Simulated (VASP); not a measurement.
Here is a VASP 6.6.1 calculation.

Contents of INCAR:

```
SYSTEM = Co
PREC = Accurate ; ENCUT = 520
EDIFF = 1E-6 ; ISMEAR = -1
SIGMA = 0.05 ; LREAL = .FALSE.
LASPH = .TRUE. ; NELM = 150
ALGO = Normal ; ISIF = 2
LWAVE = .FALSE. ; LCHARG = .FALSE.
ISPIN = 2 ; MAGMOM = 2 2
LORBIT = 11 ; LMAXMIX = 4
GGA = PS ; NBANDS = 20
```

File KPOINTS:

```
regular mesh
0
G
  19 19 10
  0 0 0
```

POSCAR

```
Co
1.0
    2.4675782595      0.0000000000      0.0000000000
   -1.2337891298      2.1369854586      0.0000000000
    0.0000000000      0.0000000000      4.0074867708
Co
2
Direct
    0.3333333333      0.6666666667      0.2500000000
    0.6666666667      0.3333333333      0.7500000000
```

Potentials or basis: VASP PAW PBE potentials, release 64 (Co).

Command:

```bash
$ cat potpaw_PBE.64/Co/POTCAR > POTCAR
$ mpirun -np 1 vasp_std > vasp.out
```

What does it give for the net moment?

3.16 μB per cell.

What does it give for the site moments?

Co +1.59 μB.

What does it give for the pressure?

-5.3 GPa.

Stress tensor (GPa, compression positive):
```
-4.67  0.00  0.00
 0.00 -4.67  0.00
 0.00  0.00 -6.41
```

Caveat: the PAW data sets were made with another functional, which shifts forces and pressure a little.
